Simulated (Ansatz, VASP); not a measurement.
**Mg3SeS2 in VASP and in Ansatz**

INCAR

```
PREC = Accurate ; ENCUT = 600
EDIFF = 1E-7 ; ISMEAR = 0
SIGMA = 0.1 ; LREAL = False
LASPH = True ; NELM = 60
ALGO = Normal ; ISIF = 3
LWAVE = False ; LCHARG = False
GGA = PE ; IBRION = 2
NSW = 100 ; EDIFFG = -0.01
LUSENCCL = False
```

The input KPOINTS:

```
Automatic mesh
0
Gamma
  8 8 8
```

POSCAR

```
Mg3SeS2
1.0
    0.0000000000      5.0173941507      6.3677682769
    2.6763798737      0.0000000000      6.3677682769
    2.6763798737      5.0173941507      0.0000000000
Mg Se S
3 1 2
Direct
    0.2080494813      0.2080494813      0.7919505187
    0.7919505187      0.7919505187      0.2080494813
    0.5000000000      0.5000000000      0.5000000000
    0.0000000000      0.0000000000      0.0000000000
    0.2515984265      0.7484015735      0.2515984265
    0.7484015735      0.2515984265      0.7484015735
```

Input for Ansatz:

```yaml
crystal:
  lattice:
    - [0.0, 5.0173941507, 6.3677682769]
    - [2.6763798737, 0.0, 6.3677682769]
    - [2.6763798737, 5.0173941507, 0.0]
  atoms:
    - { symbol: Mg, position: [0.2080494813, 0.2080494813, 0.7919505187] }
    - { symbol: Mg, position: [0.7919505187, 0.7919505187, 0.2080494813] }
    - { symbol: Mg, position: [0.5, 0.5, 0.5] }
    - { symbol: Se, position: [0.0, 0.0, 0.0] }
    - { symbol: S, position: [0.2515984265, 0.7484015735, 0.2515984265] }
    - { symbol: S, position: [0.7484015735, 0.2515984265, 0.7484015735] }
basis:
  ecutwfc: 420
kpoints:
  mp_grid: { grid: [8, 8, 8] }
hamiltonian:
  xc: pbe
scf:
  occupations: { method: gaussian, width: 0.1 }
output:
  forces: true
  stress: true
  eigenvalues: true
  write_density: true
  write_potential: true
  elf: true
  volumetric_format: npy
relax:
  adjacent_minimum: "off"
  f_tol: 0.01
  max_steps: 80
  cell: { stress_tol: 0.05 }
```

Alike in both runs: task relaxation of cell and atoms; functional PBE; k mesh 8 × 8 × 8; occupations gaussian, width 0.1 eV; no spin polarisation.

|  | VASP | Ansatz |
| --- | --- | --- |
| version | VASP 6.6.1 | Ansatz 0.2.0 |
| potentials or method | VASP PAW PBE potentials, release 64 (Mg, Se, S), cutoff 600 eV | scalar-relativistic, plane waves, PAW |
| valence electrons in the cell | 24 | 58 |

```csv
,VASP,Ansatz,Ansatz less VASP
"gap on the k mesh at the Fermi level, each at its own relaxed structure (eV)",none,none,-
relaxed volume (Å³/atom),28.50,28.53,+0.034
relaxed length of the cell vector where the two differ most in proportion (Å),6.930,6.935,+0.0046
```

A gap of «none» marks a metal or a gap that the smearing closes. VASP's potentials hold 24 valence electrons a cell and Ansatz's 58, so a difference there can come from the potentials and not from the codes.
